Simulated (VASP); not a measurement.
MgO: single point with r2SCAN

MgO:

```
Mg O
1.0
     0.00000    2.09700    2.09700
     2.09700    0.00000    2.09700
     2.09700    2.09700    0.00000
Mg O
1 1
Direct
  0.00000 0.00000 0.00000
  0.50000 0.50000 0.50000
```

```yaml
Program: VASP 6.6.1
Task: single point
Functional: r2SCAN
Potentials_or_basis: VASP PAW PBE potentials, release 64 (Mg_sv, O)
Cutoff: 750 eV
k_mesh: 11 × 11 × 11
Occupations: fermi-dirac, width 0.05 eV
Spin: no spin polarisation
```

The pressure is 1.2 GPa. The band gap on the k mesh is 5.78 eV.

Levels at points of the mesh, in eV from the valence-band top:
```csv
k point,band 4,band 5,band 6,band 7,band 8,band 9,band 10,band 11,band 12,band 13
"(0.00, 0.00, 0.00)",-40.01,-18.25,0.00,0.00,0.00,5.78,16.94,16.94,16.94,21.08
```

Wall time 79 s on 1 thread of AMD EPYC 9R45 96-Core Processor (Zen 5), with other jobs on the host, peak memory 0.14 GiB.

Caveat: the PAW data sets were made with another functional, which shifts forces and pressure a little.
